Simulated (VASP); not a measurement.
# BP (F-43m) in VASP: a series of runs

The runs below take BP through single point, with PBE, HSE06, PBE0.

Everything below comes from runs of VASP 6.6.1. Logs are shortened: lines on timing, memory, paths and dates and some standing lists are left out, and cuts for length are marked.

## (1) The cell of the first run

It takes space group F-43m (No. 216, cubic). The conventional cell has a = 4.537 Å, b = 4.537 Å, c = 4.537 Å, α = 90.00°, β = 90.00°, γ = 90.00°. B (site symmetry -43m) has 4 P at 1.96 Å within 2.6 Å. Within 2.6 Å of P (site symmetry -43m) lie 4 B at 1.96 Å.

## (2) Single point, PBE

INCAR

```
SYSTEM = BP
PREC = Accurate ; ENCUT = 520
EDIFF = 1E-7 ; ISMEAR = 0
SIGMA = 0.01 ; LREAL = .FALSE.
LASPH = .TRUE. ; NELM = 100
ALGO = Normal ; ISIF = 2
LWAVE = .FALSE. ; LCHARG = .FALSE.
GGA = PE ; NBANDS = 11
```

KPOINTS

```
Automatic mesh
0
G
  10 10 10
  0 0 0
```

POSCAR

```
BP
1.0
    0.0000000000      2.2683154746      2.2683154746
    2.2683154746      0.0000000000      2.2683154746
    2.2683154746      2.2683154746      0.0000000000
B P
1 1
Direct
    0.0000000000      0.0000000000      0.0000000000
    0.2500000000      0.2500000000      0.2500000000
```

Potentials or basis: VASP PAW PBE potentials, release 64 (B, P).

Launch:

```
cat potpaw_PBE.64/B/POTCAR potpaw_PBE.64/P/POTCAR > POTCAR
mpirun -np 1 vasp_std > vasp.out
```

OUTCAR:

```text
SYSTEM = BP
   PREC = Accurate
   ENCUT = 520
   EDIFF = 1E-7
   ISMEAR = 0
   LREAL = .FALSE.
   LASPH = .TRUE.
   NELM = 100
   ISIF = 2
   GGA = PE

 ion  position               nearest neighbor table
   1  0.000  0.000  0.000-   2 1.96   2 1.96   2 1.96   2 1.96
   2  0.250  0.250  0.250-   1 1.96   1 1.96   1 1.96   1 1.96

  LATTYP: Found a face centered cubic cell.
 ALAT       =     4.5366309492

  Lattice vectors:

 A1 = (   0.0000000000,   2.2683154746,   2.2683154746)
 A2 = (   2.2683154746,   0.0000000000,   2.2683154746)
 A3 = (   2.2683154746,   2.2683154746,   0.0000000000)

Analysis of symmetry for initial positions (statically):
=====================================================================
 Subroutine PRICEL returns:
 Original cell was already a primitive cell.

 Routine SETGRP: Setting up the symmetry group for a
 face centered cubic supercell.

 Subroutine GETGRP returns: Found 24 space group operations
 (whereof 24 operations were pure point group operations)
 out of a pool of 48 trial point group operations.

The static configuration has the point symmetry T_d .

Analysis of symmetry for dynamics (positions and initial velocities):
=====================================================================
 Subroutine PRICEL returns:
 Original cell was already a primitive cell.

 Routine SETGRP: Setting up the symmetry group for a
 face centered cubic supercell.

 Subroutine GETGRP returns: Found 24 space group operations
 (whereof 24 operations were pure point group operations)
 out of a pool of 48 trial point group operations.

The dynamic configuration has the point symmetry T_d .

 Subroutine INISYM returns: Found 24 space group operations
 (whereof 24 operations are pure point group operations),
 and found     1 'primitive' translations

----------------------------------------------------------------------------------------

                                     Primitive cell

  volume of cell :      23.3421

  direct lattice vectors                    reciprocal lattice vectors
     0.000000000  2.268315475  2.268315475    -0.220427893  0.220427893  0.220427893
     2.268315475  0.000000000  2.268315475     0.220427893 -0.220427893  0.220427893
     2.268315475  2.268315475  0.000000000     0.220427893  0.220427893 -0.220427893

  length of vectors
     3.207882508  3.207882508  3.207882508     0.381792310  0.381792310  0.381792310

  position of ions in fractional coordinates (direct lattice)
     0.000000000  0.000000000  0.000000000
     0.250000000  0.250000000  0.250000000

  ion indices of the primitive-cell ions
   primitive index   ion index
                 1           1
                 2           2

----------------------------------------------------------------------------------------

 KPOINTS: Automatic mesh

Automatic generation of k-mesh.
 Grid dimensions read from file:
 generate k-points for:   10   10   10

 Generating k-lattice:

  Cartesian coordinates                     Fractional coordinates (reciprocal lattice)
    -0.022042789  0.022042789  0.022042789     0.100000000  0.000000000  0.000000000
     0.022042789 -0.022042789  0.022042789     0.000000000  0.100000000  0.000000000
     0.022042789  0.022042789 -0.022042789     0.000000000  0.000000000  0.100000000

  Length of vectors
     0.038179231  0.038179231  0.038179231

  Shift w.r.t. Gamma in fractional coordinates (k-lattice)
     0.000000000  0.000000000  0.000000000

 Subroutine IBZKPT returns following result:
 ===========================================

 Found     47 irreducible k-points:

 Following reciprocal coordinates:
            Coordinates               Weight
  0.000000  0.000000  0.000000      1.000000
  0.100000  0.000000  0.000000      8.000000
  0.200000  0.000000  0.000000      8.000000
  0.300000  0.000000  0.000000      8.000000
  0.400000  0.000000  0.000000      8.000000
  0.500000  0.000000  0.000000      4.000000
[... 16 lines left out ...]
  0.300000  0.300000  0.000000      6.000000
  0.400000  0.300000  0.000000     24.000000
 [... further k-points ...]
   k-points           NKPTS =     47   k-points in BZ     NKDIM =     47   number of bands    NBANDS=     11
   number of dos      NEDOS =    301   number of ions     NIONS =      2
   total plane-waves  NPLWV =  13824
   dimension x,y,z NGX =    24 NGY =   24 NGZ =   24
   dimension x,y,z NGXF=    48 NGYF=   48 NGZF=   48
   ions per type =               1   1
   NGX,Y,Z   is equivalent  to a cutoff of  12.44, 12.44, 12.44 a.u.
   NGXF,Y,Z  is equivalent  to a cutoff of  24.88, 24.88, 24.88 a.u.
 SYSTEM =  BP
   PREC   = accura    normal or accurate (medium, high low for compatibility)
   ISTART =      0    job   : 0-new  1-cont  2-samecut
   ICHARG =      2    charge: 1-file 2-atom 10-const
   ISPIN  =      1    spin polarized calculation?
   LNONCOLLINEAR =      F non collinear calculations
   LSORBIT =      F    spin-orbit coupling
   LASPH  =      T    aspherical Exc in radial PAW
   ENCUT  =  520.0 eV  38.22 Ry    6.18 a.u.   5.96  5.96  5.96*2*pi/ulx,y,z
   NELM   =    100;   NELMIN=  2; NELMDL= -5     # of ELM steps
   EDIFF  = 0.1E-06   stopping-criterion for ELM
   LREAL  =      F    real-space projection
   EDIFFG = 0.1E-05   stopping-criterion for IOM
   NSW    =      0    number of steps for IOM
   IBRION =     -1    ionic relax: 0-MD 1-quasi-New 2-CG
   NFREE  =      0    steps in history (QN), initial steepest desc. (CG)
   ISIF   =      2    stress and relaxation
   ISYM   =      2    0-nonsym 1-usesym 2-fastsym
   POTIM  = 0.5000    time-step for ionic-motion
   TEBEG  =    0.0;   TEEND  =   0.0 temperature during run
   PSTRESS=    0.0 pullay stress
   NELECT =       8.0000    total number of electrons
   NUPDOWN=      -1.0000    fix difference up-down
   EMIN   =  10.00;   EMAX   =-10.00  energy-range for DOS
   EFERMI =   0.00;   METHOD = LEGACY
   ISMEAR =     0;   SIGMA  =   0.01  broadening in eV -4-tet -1-fermi 0-gaus
   EFERMI_NEDOS =   21; number of points for ismear=-14 and -15
   IALGO  =     38    algorithm
   IMIX   =      4    mixing-type and parameters
     AMIX     =   0.40;   BMIX     =  1.00
     AMIX_MAG =   1.60;   BMIX_MAG =  1.00
  volume/ion in A,a.u.               =      11.67        78.76
  Fermi-wavevector in a.u.,A,eV,Ry     =   1.145666  2.164995 17.858336  1.312551
  Thomas-Fermi vector in A             =   2.282354
   LORBIT       =      0    0 simple, 1 ext, 2 COOP (PROOUT), +10 PAW based schemes
   GGA     = PE    functional components
   LHFCALC =     F    Hartree Fock is set to
   AEXX    =    0.0000 exact exchange contribution
   IVDW    =     0    specifies the selected vdW correction
   LEPSILON=     F    determine dielectric tensor
   LRPA    =     F    only Hartree local field effects (RPA)
 non-spin polarized calculation
 Gauss-broadening in eV      SIGMA  =   0.01
  energy-cutoff  :      520.00
  volume of cell :       23.34
 maximum number of plane-waves:       639
   NGX = 11   NGY = 11   NGZ = 11

 number of electron       8.0000000 magnetization

 Free energy of the ion-electron system (eV)
  ---------------------------------------------------
  ext. energy  EPLUGINS =         0.00000000
  ---------------------------------------------------
  free energy    TOTEN  =       -12.93034751 eV

  energy without entropy =      -12.93034751  energy(sigma->0) =      -12.93034751

 E-fermi :   7.5797     XC(G=0): -10.9111

 val. band max:        7.4435563936   @ k =   0.0000   0.0000   0.0000
 cond. band min:       8.6815962955   @ k =   0.4000   0.4000   0.0000
 fundamental gap:      1.2380399018
 Fermi energy:         7.5797252125

 k-point     1 :       0.0000    0.0000    0.0000
  band No.  band energies     occupation
      1      -8.0250      2.00000
      2       7.4436      2.00000
      3       7.4436      2.00000
      4       7.4436      2.00000
      5      10.8456      0.00000
      6      10.8456      0.00000
      7      10.8456      0.00000
      8      14.8316      0.00000
      9      18.9626      0.00000
     10      19.5748      0.00000
     11      19.5748      0.00000

 k-point     2 :       0.1000    0.0000    0.0000
  band No.  band energies     occupation
      1      -7.8446      2.00000
      2       6.1409      2.00000
      3       7.1485      2.00000
      4       7.1485      2.00000
      5      11.2541      0.00000
      6      11.2541      0.00000
      7      11.2832      0.00000
      8      15.3517      0.00000
      9      18.8902      0.00000
     10      18.8902      0.00000
     11      19.5318      0.00000

 k-point     3 :       0.2000    0.0000    0.0000
  band No.  band energies     occupation
      1      -7.3106      2.00000
      2       3.7979      2.00000
      3       6.5890      2.00000
      4       6.5890      2.00000
      5      11.4825      0.00000
      6      11.9742      0.00000
      7      11.9742      0.00000
      8      16.5221      0.00000
      9      18.2890      0.00000
     10      18.2890      0.00000
     11      20.3922      0.00000

 k-point     4 :       0.3000    0.0000    0.0000
  band No.  band energies     occupation
      1      -6.4528      2.00000
      2       1.4370      2.00000
      3       6.0997      2.00000
      4       6.0997      2.00000
      5      11.3898      0.00000
      6      12.3031      0.00000
      7      12.3031      0.00000
      8      17.4292      0.00000
      9      18.8669      0.00000
     10      18.8669      0.00000
     11      20.6564      0.00000
[... 239 lines left out ...]
 k-point    22 :      -0.2000    0.2000    0.0000
  band No.  band energies     occupation
      1      -6.1611      2.00000
      2       2.1925      2.00000
      3       3.2682      2.00000
      4       6.1992      2.00000
      5      11.9207      0.00000
      6      12.7624      0.00000
      7      13.8347      0.00000
      8      15.7892      0.00000
      9      16.9466      0.00000
     10      21.0676      0.00000
     11      23.2605      0.00000

 k-point    23 :       0.3000    0.3000    0.0000
  band No.  band energies     occupation
      1      -5.9087      2.00000
      2       2.6102      2.00000
      3       4.2202      2.00000
      4       4.2202      2.00000
      5       8.9672      0.00000
      6      11.3535      0.00000
      7      16.3145      0.00000
      8      16.3145      0.00000
      9      20.5151      0.00000
     10      21.8322      0.00000
     11      23.9951      0.00000

 k-point    24 :       0.4000    0.3000    0.0000
  band No.  band energies     occupation
      1      -5.0830      2.00000
      2       1.2815      2.00000
      3       3.3917      2.00000
      4       3.9254      2.00000
      5       9.2544      0.00000
      6      11.0666      0.00000
      7      16.9296      0.00000
      8      16.9369      0.00000
      9      21.4551      0.00000
     10      22.7106      0.00000
     11      24.5150      0.00000

 [... further k-points ...]
[... 5 lines left out ...]
  --------------------------------------------------------------------------------------
  -------------------------------------------------------------------------------------
  Total        0.1527867      0.1527867      0.1527867      0.0000000      0.0000000     -0.0000000
  in kB       10.4871066     10.4871066     10.4871066      0.0000000      0.0000000     -0.0000000
  external PRESSURE =      10.4871066 kB  Pullay stress =       0.0000000 kB

 VOLUME and BASIS-vectors are now :
 -----------------------------------------------------------------------------
  energy-cutoff  :      520.00
  volume of cell :       23.34
      direct lattice vectors                 reciprocal lattice vectors
     0.000000000  2.268315475  2.268315475    -0.220427893  0.220427893  0.220427893
     2.268315475  0.000000000  2.268315475     0.220427893 -0.220427893  0.220427893
     2.268315475  2.268315475  0.000000000     0.220427893  0.220427893 -0.220427893

 POSITION                                       TOTAL-FORCE (eV/Angst)
 -----------------------------------------------------------------------------------
      0.00000      0.00000      0.00000         0.000000     -0.000000     -0.000000
      1.13416      1.13416      1.13416        -0.000000      0.000000      0.000000
 -----------------------------------------------------------------------------------
    total drift:                                0.000000      0.000000      0.000000

  FREE ENERGIE OF THE ION-ELECTRON SYSTEM (eV)
  ---------------------------------------------------
  free  energy   TOTEN  =       -12.9303475102 eV

  energy  without entropy=      -12.9303475102  energy(sigma->0) =      -12.93034751
```

It took 4.1 s on 1 thread of Intel Xeon 6975P-C (Granite Rapids), shared host; peak memory 0.13 GiB.

What came out:

```yaml
Free_energy: -12.9303 eV
Pressure: 1.0 GPa
Band_gap_on_the_k_mesh: 1.24 eV, indirect (least direct gap 3.40 eV)
```

A k mesh can miss the band edges.

(Part 1 of 2 ends here.)
